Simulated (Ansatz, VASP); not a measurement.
**Two plane-wave programs on Hf**

POSCAR

```
Hf
1.0
    0.0000000000      2.0424000000      2.2200000000
    2.0424000000      0.0000000000      2.2200000000
    2.0424000000      2.0424000000      0.0000000000
Hf
1
Direct
    0.0000000000      0.0000000000      0.0000000000
```

Contents of INCAR.step1:

```
SYSTEM = Hf
ALGO = Normal
EDIFF = 1E-4
ENCUT = 520
GGA = PE
ISMEAR = 0
LASPH = .True.
LCHARG = .False.
LREAL = .False.
LWAVE = .True.
NBANDS = 11
NELM = 60
PREC = Accurate
SIGMA = 0.15
```

INCAR.step2

```
SYSTEM = Hf
ALGO = Normal
EDIFF = 1E-6
ENCUT = 520
ISIF = 2
ISMEAR = 0
ISTART = 1
LASPH = .True.
LCHARG = .False.
LMIXTAU = .True.
LREAL = .False.
LWAVE = .False.
METAGGA = R2SCAN
NBANDS = 11
NELM = 60
PREC = Accurate
SIGMA = 0.15
```

Contents of KPOINTS:

```
k-points
0
Gamma
  18 18 18
  0 0 0
```

Input for Ansatz:

```yaml
crystal:
  lattice:
    - [0.0, 2.0424, 2.22]
    - [2.0424, 0.0, 2.22]
    - [2.0424, 2.0424, 0.0]
  atoms:
    - { symbol: Hf, position: [0.0, 0.0, 0.0] }
basis:
  ecutwfc: 500
kpoints:
  mp_grid: { grid: [18, 18, 18] }
hamiltonian:
  xc: r2scan
scf:
  occupations: { method: gaussian, width: 0.15 }
output:
  forces: true
  stress: true
  eigenvalues: true
  write_density: true
  write_potential: true
  elf: true
  volumetric_format: npy
```

Change from the starting cell: strain -0.080 along x and y, +0.000 along z, atoms carried along.

Alike in both runs: task single point; functional r2SCAN; k mesh 18 × 18 × 18; occupations gaussian, width 0.15 eV; no spin polarisation.

|  | VASP | Ansatz |
| --- | --- | --- |
| version | VASP 6.6.1 | Ansatz 0.2.0 |
| potentials or method | VASP PAW PBE potentials, release 64 (Hf_pv), cutoff 520 eV | scalar-relativistic, plane waves, PAW |
| valence electrons in the cell | 10 | 26 |

Ansatz gave:

* gap on the k mesh at the Fermi level (eV): none
* pressure (GPa): 26.5
* traceless stress, the component that is largest in VASP (GPa): -2.97

Task: Estimate VASP's values.

Result: gap on the k mesh at the Fermi level (eV): none; pressure (GPa): 26.1; traceless stress, the component that is largest in VASP (GPa): -3.03.

VASP's potentials were made for PBE, not for r2SCAN. A gap of «none» marks a metal or a gap that the smearing closes. VASP's potentials hold 10 valence electrons a cell and Ansatz's 26, so a difference there can come from the potentials and not from the codes.

Spin-orbit coupling is off throughout.
